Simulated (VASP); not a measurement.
Runs of VASP 6.6.1 on NiO. The structure is that of space group F-43m (No. 216), or close to it. The cells are those of the table. 

```tsv
level	cell	share of exact exchange	screening parameter	gap on the mesh (eV)	pressure (GPa)	moment (μB)
PBE-based screened hybrid with 25 % exact exchange	a = 3.145 Å, angles 60.0°, 2 atoms	0.25	0.3 1/Å	none	0.7	2.00
HF	a = 3.154 Å, angles 60.0°, 2 atoms	1	-	4.85	-0.5	2.00
PBE0	a = 3.142 Å, angles 60.0°, 2 atoms	0.25	-	none	(b)	2.00
PBE-based screened hybrid with 25 % exact exchange	a = 3.169 Å, angles 60.0°, 2 atoms	0.25	0.3 1/Å	none	(c)	2.00
HSE06	a = 3.169 Å, angles 60.0°, 2 atoms	0.25	0.2079 1/Å	none	-3.3	2.00
PBEsol-based global hybrid with 25 % exact exchange	a = 3.108 Å, angles 60.0°, 2 atoms	0.25	-	none	0.4	2.00
PBEsol-based screened hybrid with 25 % exact exchange	a = 3.169 Å, angles 60.0°, 2 atoms	0.25	0.207 1/Å	none	(a)	2.00
```

Alike in all rows: task single point; potentials or basis VASP PAW PBE potentials, release 64 (Ni, O); spin collinear, ferromagnetic start; k mesh 5 × 5 × 5; cutoff (eV) 520; smearing fermi-dirac 0.05 eV.

**Question.** Estimate the missing entries.

**Answer.** (a) -8.8; (b) 0.5; (c) -3.0.

Caveats: all runs use coarse meshes; the PAW data sets were made with another functional, which shifts forces and pressure a little; a cell with one magnetic atom can't hold antiferromagnetic order, which such compounds often take; an odd mesh through Γ misses points on the zone boundary, where band edges can lie (at least some runs).

A gap of «none» marks levels without a gap at the run's occupations.
